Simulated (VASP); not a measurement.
# Al3O2 (P-3m1) in VASP: further runs

Runs on Al3O2. Level: r2SCAN. Tasks: single point, relaxation of cell and atoms.

Everything below comes from runs of VASP 6.6.1. Logs are shortened: lines on timing, memory, paths and dates and some standing lists are left out, and cuts for length are marked.

## (1) The cell of the first run

It takes space group P-3m1 (No. 164, trigonal). The conventional cell has a = 3.522 Å, b = 3.522 Å, c = 5.480 Å, α = 90.00°, β = 90.00°, γ = 120.00°. Within 3.2 Å of Al (site symmetry -3m) lie 6 O at 2.44 Å and 6 Al at 2.81 Å. Al (site symmetry 3m) has 4 O at 2.12 to 2.19 Å and 6 Al at 2.58 to 2.81 Å within 2.9 Å. Within 2.8 Å of O (site symmetry 3m) lie 7 Al at 2.12 to 2.44 Å.

## (2) Single point, r2SCAN

POSCAR

```
Al3O2
1.0
    3.5219054471      0.0000000000      0.0000000000
   -1.7609527235      3.0500595869      0.0000000000
    0.0000000000      0.0000000000      5.4795127895
Al O
3 2
Direct
    0.0000000000      0.0000000000      0.0000000000
    0.3333333333      0.6666666667      0.6450000000
    0.6666666667      0.3333333333      0.3550000000
    0.3333333333      0.6666666667      0.2450000000
    0.6666666667      0.3333333333      0.7550000000
```

INCAR.step1

```
SYSTEM = Al3O2
PREC = Accurate ; ENCUT = 520
ISMEAR = 0 ; SIGMA = 0.1
LREAL = .False. ; LASPH = .True.
NELM = 100 ; NBANDS = 18
GGA = PE ; ALGO = Normal
EDIFF = 1E-4 ; LWAVE = .True.
LCHARG = .False.
```

INCAR.step2

```
SYSTEM = Al3O2
PREC = Accurate ; ENCUT = 520
EDIFF = 1E-6 ; ISMEAR = 0
SIGMA = 0.1 ; LREAL = .False.
LASPH = .True. ; NELM = 100
ALGO = Normal ; ISIF = 2
LWAVE = .False. ; LCHARG = .False.
METAGGA = R2SCAN ; LMIXTAU = .True.
NBANDS = 18 ; ISTART = 1
```

KPOINTS

```
regular mesh
0
Gamma
  6 6 4
  0 0 0
```

Potentials or basis: VASP PAW PBE potentials, release 64 (Al, O).

On the command line:

```bash
cat potpaw_PBE.64/Al/POTCAR potpaw_PBE.64/O/POTCAR > POTCAR
cp INCAR.step1 INCAR
mpirun -np 1 vasp_std > vasp.out
cp INCAR.step2 INCAR
mpirun -np 1 vasp_std > vasp.out
```

OUTCAR:

```text
SYSTEM = Al3O2
   PREC = Accurate
   ENCUT = 520
   EDIFF = 1E-6
   ISMEAR = 0
   LREAL = .False.
   LASPH = .True.
   NELM = 100
   ISIF = 2
   METAGGA = R2SCAN
   ISTART = 1

 ion  position               nearest neighbor table
   1  0.000  0.000  0.000-   4 2.44   5 2.44   4 2.44   5 2.44   5 2.44   4 2.44   2 2.81   3 2.81
                             2 2.81   3 2.81   2 2.81   3 2.81
   2  0.333  0.667  0.645-   5 2.12   5 2.12   5 2.12   4 2.19   3 2.58   3 2.58   3 2.58   1 2.81
                             1 2.81   1 2.81
   3  0.667  0.333  0.355-   4 2.12   4 2.12   4 2.12   5 2.19   2 2.58   2 2.58   2 2.58   1 2.81
                             1 2.81   1 2.81
   4  0.333  0.667  0.245-   3 2.12   3 2.12   3 2.12   2 2.19   1 2.44   1 2.44   1 2.44
   5  0.667  0.333  0.755-   2 2.12   2 2.12   2 2.12   3 2.19   1 2.44   1 2.44   1 2.44

  LATTYP: Found a hexagonal cell.
 ALAT       =     3.5219054471
 C/A-ratio  =     1.5558375634

  Lattice vectors:

 A1 = (   3.5219054471,   0.0000000000,   0.0000000000)
 A2 = (  -1.7609527235,   3.0500595869,   0.0000000000)
 A3 = (   0.0000000000,   0.0000000000,   5.4795127895)

Analysis of symmetry for initial positions (statically):
=====================================================================
 Subroutine PRICEL returns:
 Original cell was already a primitive cell.

 Routine SETGRP: Setting up the symmetry group for a
 hexagonal supercell.

 Subroutine GETGRP returns: Found 12 space group operations
 (whereof 12 operations were pure point group operations)
 out of a pool of 24 trial point group operations.

The static configuration has the point symmetry D_3d.

Analysis of symmetry for dynamics (positions and initial velocities):
=====================================================================
 Subroutine PRICEL returns:
 Original cell was already a primitive cell.

 Routine SETGRP: Setting up the symmetry group for a
 hexagonal supercell.

 Subroutine GETGRP returns: Found 12 space group operations
 (whereof 12 operations were pure point group operations)
 out of a pool of 24 trial point group operations.

The dynamic configuration has the point symmetry D_3d.

 Subroutine INISYM returns: Found 12 space group operations
 (whereof 12 operations are pure point group operations),
 and found     1 'primitive' translations

----------------------------------------------------------------------------------------

                                     Primitive cell

  volume of cell :      58.8610

  direct lattice vectors                    reciprocal lattice vectors
     3.521905447  0.000000000  0.000000000     0.283937208  0.163931224  0.000000000
    -1.760952723  3.050059587  0.000000000     0.000000000  0.327862447  0.000000000
     0.000000000  0.000000000  5.479512790     0.000000000  0.000000000  0.182497977

  length of vectors
     3.521905447  3.521905447  5.479512790     0.327862447  0.327862447  0.182497977

  position of ions in fractional coordinates (direct lattice)
     0.000000000  0.000000000  0.000000000
     0.333333333  0.666666667  0.645000000
     0.666666667  0.333333333  0.355000000
     0.333333333  0.666666667  0.245000000
     0.666666667  0.333333333  0.755000000

  ion indices of the primitive-cell ions
   primitive index   ion index
                 1           1
                 2           2
                 3           3
                 4           4
                 5           5

----------------------------------------------------------------------------------------

 KPOINTS: regular mesh

Automatic generation of k-mesh.
 Grid dimensions read from file:
 generate k-points for:    6    6    4

 Generating k-lattice:

  Cartesian coordinates                     Fractional coordinates (reciprocal lattice)
     0.047322868  0.027321871  0.000000000     0.166666667  0.000000000  0.000000000
     0.000000000  0.054643741  0.000000000     0.000000000  0.166666667  0.000000000
     0.000000000  0.000000000  0.045624494     0.000000000  0.000000000  0.250000000

  Length of vectors
     0.054643741  0.054643741  0.045624494

  Shift w.r.t. Gamma in fractional coordinates (k-lattice)
     0.000000000  0.000000000  0.000000000

 Subroutine IBZKPT returns following result:
 ===========================================

 Found     24 irreducible k-points:

 Following reciprocal coordinates:
            Coordinates               Weight
  0.000000  0.000000  0.000000      1.000000
  0.166667  0.000000  0.000000      6.000000
  0.333333  0.000000  0.000000      6.000000
  0.500000  0.000000  0.000000      3.000000
  0.166667  0.166667  0.000000      6.000000
  0.333333  0.166667  0.000000     12.000000
[... 16 lines left out ...]
  0.333333  0.166667  0.500000     12.000000
  0.333333  0.333333  0.500000      2.000000
   k-points           NKPTS =     24   k-points in BZ     NKDIM =     24   number of bands    NBANDS=     18
   number of dos      NEDOS =    301   number of ions     NIONS =      5
   total plane-waves  NPLWV =  32928
   dimension x,y,z NGX =    28 NGY =   28 NGZ =   42
   dimension x,y,z NGXF=    56 NGYF=   56 NGZF=   84
   ions per type =               3   2
   NGX,Y,Z   is equivalent  to a cutoff of  13.22, 13.22, 12.74 a.u.
   NGXF,Y,Z  is equivalent  to a cutoff of  26.43, 26.43, 25.49 a.u.
 SYSTEM =  Al3O2
   PREC   = accura    normal or accurate (medium, high low for compatibility)
   ISTART =      1    job   : 0-new  1-cont  2-samecut
   ICHARG =      0    charge: 1-file 2-atom 10-const
   ISPIN  =      1    spin polarized calculation?
   LNONCOLLINEAR =      F non collinear calculations
   LSORBIT =      F    spin-orbit coupling
   LASPH  =      T    aspherical Exc in radial PAW
   ENCUT  =  520.0 eV  38.22 Ry    6.18 a.u.   6.55  6.55 10.19*2*pi/ulx,y,z
   NELM   =    100;   NELMIN=  2; NELMDL=  0     # of ELM steps
   EDIFF  = 0.1E-05   stopping-criterion for ELM
   LREAL  =      F    real-space projection
   EDIFFG = 0.1E-04   stopping-criterion for IOM
   NSW    =      0    number of steps for IOM
   IBRION =     -1    ionic relax: 0-MD 1-quasi-New 2-CG
   NFREE  =      0    steps in history (QN), initial steepest desc. (CG)
   ISIF   =      2    stress and relaxation
   ISYM   =      2    0-nonsym 1-usesym 2-fastsym
   POTIM  = 0.5000    time-step for ionic-motion
   TEBEG  =    0.0;   TEEND  =   0.0 temperature during run
   PSTRESS=    0.0 pullay stress
   NELECT =      21.0000    total number of electrons
   NUPDOWN=      -1.0000    fix difference up-down
   EMIN   =  10.00;   EMAX   =-10.00  energy-range for DOS
   EFERMI =   0.00;   METHOD = LEGACY
   ISMEAR =     0;   SIGMA  =   0.10  broadening in eV -4-tet -1-fermi 0-gaus
   EFERMI_NEDOS =   21; number of points for ismear=-14 and -15
   IALGO  =     38    algorithm
   IMIX   =      4    mixing-type and parameters
     AMIX     =   0.40;   BMIX     =  1.00
     AMIX_MAG =   1.60;   BMIX_MAG =  1.00
  volume/ion in A,a.u.               =      11.77        79.44
  Fermi-wavevector in a.u.,A,eV,Ry     =   1.161106  2.194173 18.342934  1.348168
  Thomas-Fermi vector in A             =   2.297682
   LORBIT       =      0    0 simple, 1 ext, 2 COOP (PROOUT), +10 PAW based schemes
   METAGGA = R2SCAN    functional components
   LHFCALC =     F    Hartree Fock is set to
   AEXX    =    0.0000 exact exchange contribution
   IVDW    =     0    specifies the selected vdW correction
   LEPSILON=     F    determine dielectric tensor
   LRPA    =     F    only Hartree local field effects (RPA)
 non-spin polarized calculation
 Gauss-broadening in eV      SIGMA  =   0.10
  energy-cutoff  :      520.00
  volume of cell :       58.86
 maximum number of plane-waves:      1640
 NGX is ok and might be reduce to    28
   NGX = 13   NGY = 13   NGZ = 21

 number of electron      20.9999996 magnetization

 Free energy of the ion-electron system (eV)
  ---------------------------------------------------
  ext. energy  EPLUGINS =         0.00000000
  ---------------------------------------------------
  free energy    TOTEN  =       -33.12440252 eV

  energy without entropy =      -33.11381960  energy(sigma->0) =      -33.11911106

 E-fermi :   9.5887     XC(G=0): -11.6005

 val. band max:        9.5838111601   @ k =   0.3333   0.3333   0.0000
 cond. band min:       9.6515041273   @ k =   0.3333   0.0000   0.2500
 fundamental gap:      0.0676929672
 Fermi energy:         9.5887228847

 k-point     1 :       0.0000    0.0000    0.0000
  band No.  band energies     occupation
      1     -13.7495      2.00000
      2     -13.0605      2.00000
      3      -1.2235      2.00000
      4       2.1734      2.00000
      5       2.1735      2.00000
      6       2.4199      2.00000
[... 10 lines left out ...]
     17      16.2235      0.00000
     18      16.2235      0.00000

 k-point     2 :       0.1667    0.0000    0.0000
  band No.  band energies     occupation
      1     -13.6239      2.00000
      2     -13.0146      2.00000
      3      -0.9066      2.00000
      4       0.6771      2.00000
      5       1.3433      2.00000
      6       1.9189      2.00000
[... 10 lines left out ...]
     17      15.5286      0.00000
     18      16.2151      0.00000

 k-point     3 :       0.3333    0.0000    0.0000
  band No.  band energies     occupation
      1     -13.3366      2.00000
      2     -12.9437      2.00000
      3      -0.6969      2.00000
      4      -0.0730      2.00000
      5       0.2731      2.00000
      6       1.5175      2.00000
[... 10 lines left out ...]
     17      16.4894      0.00000
     18      16.8812      0.00000

 k-point     4 :       0.5000    0.0000    0.0000
  band No.  band energies     occupation
      1     -13.1460      2.00000
      2     -12.9468      2.00000
      3      -1.2141      2.00000
      4      -0.2153      2.00000
      5       0.7774      2.00000
      6       1.3455      2.00000
[... 10 lines left out ...]
     17      16.2056      0.00000
     18      18.0925      0.00000

 k-point     5 :       0.1667    0.1667    0.0000
  band No.  band energies     occupation
      1     -13.4164      2.00000
      2     -12.9560      2.00000
      3      -0.3612      2.00000
      4      -0.2033      2.00000
      5       0.4515      2.00000
      6       1.5491      2.00000
[... 10 lines left out ...]
     17      15.5832      0.00000
     18      17.3936      0.00000

 k-point     6 :       0.3333    0.1667    0.0000
  band No.  band energies     occupation
      1     -13.1566      2.00000
      2     -12.9376      2.00000
      3      -0.9137      2.00000
      4      -0.0352      2.00000
      5       0.6337      2.00000
      6       0.8934      2.00000
[... 307 lines left out ...]
 k-point    21 :       0.5000    0.0000    0.5000
  band No.  band energies     occupation
      1     -13.0633      2.00000
      2     -13.0224      2.00000
      3      -1.1935      2.00000
      4      -1.0987      2.00000
      5       1.7390      2.00000
      6       1.8672      2.00000
[... 10 lines left out ...]
     17      15.7071      0.00000
     18      16.4408      0.00000

 k-point    22 :       0.1667    0.1667    0.5000
  band No.  band energies     occupation
      1     -13.2249      2.00000
      2     -13.1557      2.00000
      3      -0.6107      2.00000
      4      -0.5570      2.00000
      5       1.5250      2.00000
      6       1.7191      2.00000
[... 10 lines left out ...]
     17      15.4641      0.00000
     18      17.0543      0.00000

 k-point    23 :       0.3333    0.1667    0.5000
  band No.  band energies     occupation
      1     -13.0633      2.00000
      2     -13.0251      2.00000
      3      -0.9174      2.00000
      4      -0.8554      2.00000
      5       0.9897      2.00000
      6       1.0350      2.00000
[... 10 lines left out ...]
     17      16.0027      0.00000
     18      17.0741      0.00000

 k-point    24 :       0.3333    0.3333    0.5000
  band No.  band energies     occupation
      1     -12.9952      2.00000
      2     -12.9952      2.00000
      3      -0.5248      2.00000
      4      -0.5248      2.00000
      5       0.0944      2.00000
      6       0.1432      2.00000
[... 10 lines left out ...]
     17      15.6986      0.00000
     18      15.9994      0.00000

------------------------ aborting loop because EDIFF is reached ----------------------------------------

  FORCE on cell =-STRESS in cart. coord.  units (eV):
  Direction    XX          YY          ZZ          XY          YZ          ZX
  --------------------------------------------------------------------------------------
  -------------------------------------------------------------------------------------
  Total        3.5197851      3.5197851      9.1445400      0.0000000      0.0000000      0.0000000
  in kB       95.8073363     95.8073363    248.9112278      0.0000000      0.0000000      0.0000000
  external PRESSURE =     146.8419668 kB  Pullay stress =       0.0000000 kB

 VOLUME and BASIS-vectors are now :
 -----------------------------------------------------------------------------
  energy-cutoff  :      520.00
  volume of cell :       58.86
      direct lattice vectors                 reciprocal lattice vectors
     3.521905447  0.000000000  0.000000000     0.283937208  0.163931224  0.000000000
    -1.760952723  3.050059587  0.000000000     0.000000000  0.327862447  0.000000000
     0.000000000  0.000000000  5.479512790     0.000000000  0.000000000  0.182497977

 POSITION                                       TOTAL-FORCE (eV/Angst)
 -----------------------------------------------------------------------------------
      0.00000      0.00000      0.00000        -0.000000      0.000000      0.000000
     -0.00000      2.03337      3.53429        -0.000000      0.000000      0.945193
      1.76095      1.01669      1.94523        -0.000000      0.000000     -0.945193
     -0.00000      2.03337      1.34248         0.000000      0.000000      0.907038
      1.76095      1.01669      4.13703         0.000000      0.000000     -0.907038
 -----------------------------------------------------------------------------------
    total drift:                                0.000000     -0.000000      0.000000

  FREE ENERGIE OF THE ION-ELECTRON SYSTEM (eV)
  ---------------------------------------------------
  free  energy   TOTEN  =       -33.1244025165 eV

  energy  without entropy=      -33.1138195952  energy(sigma->0) =      -33.11911106
```

Wall time 51 s (1 thread of Intel Xeon 6975P-C (Granite Rapids), shared host); peak memory 0.18 GiB.

Results:

| Property | Result |
| --- | --- |
| Free energy | -33.1244 eV |
| Pressure | 14.7 GPa |
| Largest force | 0.945 eV/Å |
| Band gap on the k mesh | zero (an odd number of electrons rules out a gap without spin polarisation) |

Forces in eV/Å, atoms in the order of the input:
```
Al   0.000  0.000  0.000
Al   0.000  0.000  0.945
Al   0.000  0.000 -0.945
O    0.000  0.000  0.907
O    0.000  0.000 -0.907
```

Stress tensor (GPa, compression positive):
```
 9.58  0.00  0.00
 0.00  9.58  0.00
 0.00  0.00 24.89
```

Caveat: the cell stands under pressure; the PAW data sets were made with another functional, which shifts forces and pressure a little; an odd number of electrons without spin polarisation forces a metal; a magnetic or distorted state may lie lower.

(Continued in part 2 of 3.)
